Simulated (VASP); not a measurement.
# NaCl in VASP: further runs

NaCl is run at these levels: PBEsol; tasks: single point.

Program: VASP 6.6.1. These are calculated values, not measurements. Logs are shortened: lines on timing, memory, paths and dates and some standing lists are left out, and cuts for length are marked.

## Step 1: The cell of the first run

The structure is cubic, space group Fm-3m (No. 225). Conventional cell: a = 5.890 Å, b = 5.890 Å, c = 5.890 Å, α = 90.00°, β = 90.00°, γ = 90.00°. Within 3.9 Å of Na (site symmetry m-3m) lie 6 Cl at 2.95 Å. Within 3.9 Å of Cl (site symmetry m-3m) lie 6 Na at 2.95 Å.

## Step 2: Single point, PBEsol (strain +0.040 along x and y, +0.040 along z)

The input, INCAR:

```
SYSTEM = NaCl
  PREC = Accurate
  ENCUT = 520
  EDIFF = 1E-6
  ISMEAR = 0
  SIGMA = 0.05
  LREAL = .False.
  LASPH = .True.
  NELM = 100
  ALGO = Normal
  ISIF = 2
  LWAVE = .False.
  LCHARG = .True.
  GGA = PS
  LELF = .True.
  LVHAR = .True.
  NBANDS = 14
```

The input, KPOINTS:

```
regular mesh
0
Gamma
  8 8 8
  0 0 0
```

The input, POSCAR:

```
NaCl
1.0
    0.0000000000      2.9450200000      2.9450200000
    2.9450200000      0.0000000000      2.9450200000
    2.9450200000      2.9450200000      0.0000000000
Na Cl
1 1
Direct
    0.0000000000      0.0000000000      0.0000000000
    0.5000000000      0.5000000000      0.5000000000
```

Potentials or basis: VASP PAW PBE potentials, release 64 (Na_pv, Cl).

On the command line:

```sh
$ cat potpaw_PBE.64/Na_pv/POTCAR potpaw_PBE.64/Cl/POTCAR > POTCAR
$ mpirun -np 1 vasp_std > vasp.out
```

OUTCAR:

```text
SYSTEM = NaCl
   PREC = Accurate
   ENCUT = 520
   EDIFF = 1E-6
   ISMEAR = 0
   LREAL = .False.
   LASPH = .True.
   NELM = 100
   ISIF = 2
   GGA = PS

 ion  position               nearest neighbor table
   1  0.000  0.000  0.000-
   2  0.500  0.500  0.500-

  LATTYP: Found a face centered cubic cell.
 ALAT       =     5.8900400000

  Lattice vectors:

 A1 = (   0.0000000000,   2.9450200000,   2.9450200000)
 A2 = (   2.9450200000,   0.0000000000,   2.9450200000)
 A3 = (   2.9450200000,   2.9450200000,   0.0000000000)

Analysis of symmetry for initial positions (statically):
=====================================================================
 Subroutine PRICEL returns:
 Original cell was already a primitive cell.

 Routine SETGRP: Setting up the symmetry group for a
 face centered cubic supercell.

 Subroutine GETGRP returns: Found 48 space group operations
 (whereof 48 operations were pure point group operations)
 out of a pool of 48 trial point group operations.

The static configuration has the point symmetry O_h .

Analysis of symmetry for dynamics (positions and initial velocities):
=====================================================================
 Subroutine PRICEL returns:
 Original cell was already a primitive cell.

 Routine SETGRP: Setting up the symmetry group for a
 face centered cubic supercell.

 Subroutine GETGRP returns: Found 48 space group operations
 (whereof 48 operations were pure point group operations)
 out of a pool of 48 trial point group operations.

The dynamic configuration has the point symmetry O_h .

 Subroutine INISYM returns: Found 48 space group operations
 (whereof 48 operations are pure point group operations),
 and found     1 'primitive' translations

----------------------------------------------------------------------------------------

                                     Primitive cell

  volume of cell :      51.0852

  direct lattice vectors                    reciprocal lattice vectors
     0.000000000  2.945020000  2.945020000    -0.169778134  0.169778134  0.169778134
     2.945020000  0.000000000  2.945020000     0.169778134 -0.169778134  0.169778134
     2.945020000  2.945020000  0.000000000     0.169778134  0.169778134 -0.169778134

  length of vectors
     4.164887225  4.164887225  4.164887225     0.294064354  0.294064354  0.294064354

  position of ions in fractional coordinates (direct lattice)
     0.000000000  0.000000000  0.000000000
     0.500000000  0.500000000  0.500000000

  ion indices of the primitive-cell ions
   primitive index   ion index
                 1           1
                 2           2

----------------------------------------------------------------------------------------

 KPOINTS: regular mesh

Automatic generation of k-mesh.
 Grid dimensions read from file:
 generate k-points for:    8    8    8

 Generating k-lattice:

  Cartesian coordinates                     Fractional coordinates (reciprocal lattice)
    -0.021222267  0.021222267  0.021222267     0.125000000  0.000000000  0.000000000
     0.021222267 -0.021222267  0.021222267     0.000000000  0.125000000  0.000000000
     0.021222267  0.021222267 -0.021222267     0.000000000  0.000000000  0.125000000

  Length of vectors
     0.036758044  0.036758044  0.036758044

  Shift w.r.t. Gamma in fractional coordinates (k-lattice)
     0.000000000  0.000000000  0.000000000

 Subroutine IBZKPT returns following result:
 ===========================================

 Found     29 irreducible k-points:

 Following reciprocal coordinates:
            Coordinates               Weight
  0.000000  0.000000  0.000000      1.000000
  0.125000  0.000000  0.000000      8.000000
  0.250000  0.000000  0.000000      8.000000
  0.375000  0.000000  0.000000      8.000000
  0.500000  0.000000  0.000000      4.000000
  0.125000  0.125000  0.000000      6.000000
[... 16 lines left out ...]
  0.500000  0.250000  0.125000     48.000000
 -0.375000  0.250000  0.125000     24.000000
 [... further k-points ...]
   k-points           NKPTS =     29   k-points in BZ     NKDIM =     29   number of bands    NBANDS=     14
   number of dos      NEDOS =    301   number of ions     NIONS =      2
   total plane-waves  NPLWV =  32768
   dimension x,y,z NGX =    32 NGY =   32 NGZ =   32
   dimension x,y,z NGXF=    64 NGYF=   64 NGZF=   64
   ions per type =               1   1
   NGX,Y,Z   is equivalent  to a cutoff of  12.77, 12.77, 12.77 a.u.
   NGXF,Y,Z  is equivalent  to a cutoff of  25.55, 25.55, 25.55 a.u.
 SYSTEM =  NaCl
   PREC   = accura    normal or accurate (medium, high low for compatibility)
   ISTART =      0    job   : 0-new  1-cont  2-samecut
   ICHARG =      2    charge: 1-file 2-atom 10-const
   ISPIN  =      1    spin polarized calculation?
   LNONCOLLINEAR =      F non collinear calculations
   LSORBIT =      F    spin-orbit coupling
   LASPH  =      T    aspherical Exc in radial PAW
   ENCUT  =  520.0 eV  38.22 Ry    6.18 a.u.   7.74  7.74  7.74*2*pi/ulx,y,z
   NELM   =    100;   NELMIN=  2; NELMDL= -5     # of ELM steps
   EDIFF  = 0.1E-05   stopping-criterion for ELM
   LREAL  =      F    real-space projection
   EDIFFG = 0.1E-04   stopping-criterion for IOM
   NSW    =      0    number of steps for IOM
   IBRION =     -1    ionic relax: 0-MD 1-quasi-New 2-CG
   NFREE  =      0    steps in history (QN), initial steepest desc. (CG)
   ISIF   =      2    stress and relaxation
   ISYM   =      2    0-nonsym 1-usesym 2-fastsym
   POTIM  = 0.5000    time-step for ionic-motion
   TEBEG  =    0.0;   TEEND  =   0.0 temperature during run
   PSTRESS=    0.0 pullay stress
   NELECT =      14.0000    total number of electrons
   NUPDOWN=      -1.0000    fix difference up-down
   EMIN   =  10.00;   EMAX   =-10.00  energy-range for DOS
   EFERMI =   0.00;   METHOD = LEGACY
   ISMEAR =     0;   SIGMA  =   0.05  broadening in eV -4-tet -1-fermi 0-gaus
   EFERMI_NEDOS =   21; number of points for ismear=-14 and -15
   IALGO  =     38    algorithm
   IMIX   =      4    mixing-type and parameters
     AMIX     =   0.40;   BMIX     =  1.00
     AMIX_MAG =   1.60;   BMIX_MAG =  1.00
  volume/ion in A,a.u.               =      25.54       172.37
  Fermi-wavevector in a.u.,A,eV,Ry     =   1.063374  2.009485 15.384974  1.130764
  Thomas-Fermi vector in A             =   2.198856
   LORBIT       =      0    0 simple, 1 ext, 2 COOP (PROOUT), +10 PAW based schemes
   GGA     = PS    functional components
   LHFCALC =     F    Hartree Fock is set to
   AEXX    =    0.0000 exact exchange contribution
   IVDW    =     0    specifies the selected vdW correction
   LEPSILON=     F    determine dielectric tensor
   LRPA    =     F    only Hartree local field effects (RPA)
 non-spin polarized calculation
 Gauss-broadening in eV      SIGMA  =   0.05
  energy-cutoff  :      520.00
  volume of cell :       51.09
 maximum number of plane-waves:      1387
   NGX = 15   NGY = 15   NGZ = 15

 number of electron      14.0000010 magnetization

 Free energy of the ion-electron system (eV)
  ---------------------------------------------------
  ext. energy  EPLUGINS =         0.00000000
  ---------------------------------------------------
  free energy    TOTEN  =        -6.93019368 eV

  energy without entropy =       -6.93019368  energy(sigma->0) =       -6.93019368

 E-fermi :  -1.1372     XC(G=0):  -7.7720

 val. band max:       -1.4644407748   @ k =   0.0000   0.0000   0.0000
 cond. band min:       3.0389019311   @ k =   0.0000   0.0000   0.0000
 fundamental gap:      4.5033427059
 Fermi energy:        -1.1371883438

 k-point     1 :       0.0000    0.0000    0.0000
  band No.  band energies     occupation
      1     -22.3962      2.00000
      2     -22.3962      2.00000
      3     -22.3962      2.00000
      4     -13.8458      2.00000
      5      -1.4644      2.00000
      6      -1.4644      2.00000
      7      -1.4644      2.00000
      8       3.0389      0.00000
      9       9.3792      0.00000
     10       9.3792      0.00000
     11       9.3792      0.00000
     12      11.4366      0.00000
     13      11.4366      0.00000
     14      12.6156      0.00000

 k-point     2 :       0.1250    0.0000    0.0000
  band No.  band energies     occupation
      1     -22.3986      2.00000
      2     -22.3964      2.00000
      3     -22.3964      2.00000
      4     -13.8131      2.00000
      5      -1.7740      2.00000
      6      -1.4959      2.00000
      7      -1.4959      2.00000
      8       3.4887      0.00000
      9       8.7943      0.00000
     10       9.5385      0.00000
     11       9.5385      0.00000
     12      11.1128      0.00000
     13      11.1128      0.00000
     14      13.3834      0.00000

 k-point     3 :       0.2500    0.0000    0.0000
  band No.  band energies     occupation
      1     -22.4043      2.00000
      2     -22.3969      2.00000
      3     -22.3969      2.00000
      4     -13.7326      2.00000
      5      -2.3825      2.00000
      6      -1.5696      2.00000
      7      -1.5696      2.00000
      8       4.4338      0.00000
      9       8.0795      0.00000
     10       9.5407      0.00000
     11       9.5407      0.00000
     12      11.2807      0.00000
     13      11.2807      0.00000
     14      13.0197      0.00000

 k-point     4 :       0.3750    0.0000    0.0000
  band No.  band energies     occupation
      1     -22.4100      2.00000
      2     -22.3974      2.00000
      3     -22.3974      2.00000
      4     -13.6495      2.00000
      5      -2.8812      2.00000
      6      -1.6405      2.00000
      7      -1.6405      2.00000
      8       5.1778      0.00000
      9       7.9213      0.00000
     10       9.2180      0.00000
     11       9.2180      0.00000
     12      12.5260      0.00000
     13      12.5260      0.00000
     14      12.5955      0.00000

 k-point     5 :       0.5000    0.0000    0.0000
  band No.  band energies     occupation
      1     -22.4123      2.00000
      2     -22.3976      2.00000
      3     -22.3976      2.00000
      4     -13.6144      2.00000
      5      -3.0676      2.00000
      6      -1.6692      2.00000
      7      -1.6692      2.00000
      8       5.3886      0.00000
      9       8.0499      0.00000
     10       9.0747      0.00000
     11       9.0747      0.00000
[... 276 lines left out ...]
 k-point    22 :       0.3750    0.2500    0.1250
  band No.  band energies     occupation
      1     -22.4052      2.00000
      2     -22.3994      2.00000
      3     -22.3976      2.00000
      4     -13.6788      2.00000
      5      -2.5037      2.00000
      6      -1.8430      2.00000
      7      -1.6631      2.00000
      8       5.2027      0.00000
      9       7.6063      0.00000
     10       8.5642      0.00000
     11      10.1248      0.00000
     12      10.6196      0.00000
     13      12.6989      0.00000
     14      15.3210      0.00000

 k-point    23 :       0.5000    0.2500    0.1250
  band No.  band energies     occupation
      1     -22.4081      2.00000
      2     -22.4007      2.00000
      3     -22.3984      2.00000
      4     -13.6161      2.00000
      5      -2.7407      2.00000
      6      -2.0221      2.00000
      7      -1.7494      2.00000
      8       6.0329      0.00000
      9       7.5216      0.00000
     10       8.0267      0.00000
     11       9.8461      0.00000
     12      11.5994      0.00000
     13      13.5833      0.00000
     14      14.3560      0.00000

 k-point    24 :      -0.3750    0.2500    0.1250
  band No.  band energies     occupation
      1     -22.4093      2.00000
      2     -22.4010      2.00000
      3     -22.3988      2.00000
      4     -13.5898      2.00000
      5      -2.8350      2.00000
      6      -2.0851      2.00000
      7      -1.7932      2.00000
      8       6.3544      0.00000
      9       7.3831      0.00000
     10       8.1742      0.00000
     11       9.6772      0.00000
     12      12.0911      0.00000
     13      13.2258      0.00000
     14      14.4233      0.00000

 [... further k-points ...]

------------------------ aborting loop because EDIFF is reached ----------------------------------------

  FORCE on cell =-STRESS in cart. coord.  units (eV):
  Direction    XX          YY          ZZ          XY          YZ          ZX
  --------------------------------------------------------------------------------------
  -------------------------------------------------------------------------------------
  Total       -0.8753905     -0.8753905     -0.8753905      0.0000000      0.0000000      0.0000000
  in kB      -27.4547618    -27.4547618    -27.4547618      0.0000000      0.0000000      0.0000000
  external PRESSURE =     -27.4547618 kB  Pullay stress =       0.0000000 kB

 VOLUME and BASIS-vectors are now :
 -----------------------------------------------------------------------------
  energy-cutoff  :      520.00
  volume of cell :       51.09
      direct lattice vectors                 reciprocal lattice vectors
     0.000000000  2.945020000  2.945020000    -0.169778134  0.169778134  0.169778134
     2.945020000  0.000000000  2.945020000     0.169778134 -0.169778134  0.169778134
     2.945020000  2.945020000  0.000000000     0.169778134  0.169778134 -0.169778134

 POSITION                                       TOTAL-FORCE (eV/Angst)
 -----------------------------------------------------------------------------------
      0.00000      0.00000      0.00000        -0.000000     -0.000000     -0.000000
      2.94502      2.94502      2.94502         0.000000      0.000000      0.000000
 -----------------------------------------------------------------------------------
    total drift:                                0.000000     -0.000000     -0.000000

  FREE ENERGIE OF THE ION-ELECTRON SYSTEM (eV)
  ---------------------------------------------------
  free  energy   TOTEN  =        -6.9301936753 eV

  energy  without entropy=       -6.9301936753  energy(sigma->0) =       -6.93019368
```

It took 19 s on 1 thread of Intel Xeon 8259CL, shared host; peak memory 0.17 GiB.

Results:

| Item | Value |
| --- | --- |
| Free energy | -6.9302 eV |
| Pressure | -2.7 GPa |
| Band gap on the k mesh | 4.50 eV |

Levels at points of the mesh, in eV from the valence-band top:
```
           k point  band 5  band 6  band 7  band 8  band 9  band 10
(0.00, 0.00, 0.00)    0.00    0.00    0.00    4.50   10.84    10.84
(0.50, 0.00, 0.00)   -1.60   -0.20   -0.20    6.85    9.51    10.54
(0.50, 0.50, 0.00)   -1.38   -0.49   -0.49    7.07    7.97    10.27
```

Caveat: the cell differs from its parent crystal (strain +0.040 along x and y, +0.040 along z); the PAW data sets were made with another functional, which shifts forces and pressure a little.

## Step 3: Single point, PBEsol (strain -0.080 along x and y, -0.040 along z)

The input, INCAR:

```
SYSTEM = NaCl
ALGO = Normal ; EDIFF = 1E-6
ENCUT = 520 ; GGA = PS
ISIF = 2 ; ISMEAR = 0
LASPH = .TRUE. ; LCHARG = .TRUE.
LELF = .TRUE. ; LREAL = .FALSE.
LVHAR = .TRUE. ; LWAVE = .FALSE.
NBANDS = 14 ; NELM = 100
PREC = Accurate ; SIGMA = 0.05
```

The input, KPOINTS:

```
k-points
0
G
  8 8 8
  0 0 0
```

The input, POSCAR:

```
NaCl
1.0
    0.0000000000      2.6052100000      2.7184800000
    2.6052100000      0.0000000000      2.7184800000
    2.6052100000      2.6052100000      0.0000000000
Na Cl
1 1
Direct
    0.0000000000      0.0000000000      0.0000000000
    0.5000000000      0.5000000000      0.5000000000
```

Potentials or basis: VASP PAW PBE potentials, release 64 (Na_pv, Cl).

On the command line:

```sh
$ cat potpaw_PBE.64/Na_pv/POTCAR potpaw_PBE.64/Cl/POTCAR > POTCAR
$ mpirun -np 1 vasp_std > vasp.out
```

It took 25 s on 1 thread of Intel Xeon 8259CL, shared host; peak memory 0.16 GiB.

It converged, with:

```yaml
Free_energy: -6.8527 eV
Pressure: 7.1 GPa
Band_gap_on_the_k_mesh: 5.75 eV
```

Stress tensor (GPa, compression positive):
```
8.53 0.00 0.00
0.00 8.53 0.00
0.00 0.00 4.33
```

Levels at points of the mesh, in eV from the valence-band top:
| k point | band 4 | band 5 | band 6 | band 7 | band 8 | band 9 | band 10 | band 11 |
| --- | --- | --- | --- | --- | --- | --- | --- | --- |
| (0.00, 0.00, 0.00) | -13.19 | -0.01 | -0.01 | 0.00 | 5.75 | 10.88 | 11.25 | 11.25 |
| (0.50, 0.00, 0.00) | -12.58 | -2.67 | -0.46 | -0.37 | 7.36 | 11.06 | 11.54 | 12.13 |
| (0.50, 0.50, 0.00) | -12.57 | -2.35 | -0.75 | -0.75 | 7.73 | 8.01 | 12.31 | 15.92 |
| (0.50, 0.00, 0.50) | -12.51 | -2.28 | -0.95 | -0.80 | 7.56 | 7.94 | 12.72 | 15.91 |

Caveat: the cell differs from its parent crystal (strain -0.080 along x and y, -0.040 along z); the cell stands under pressure; the PAW data sets were made with another functional, which shifts forces and pressure a little.
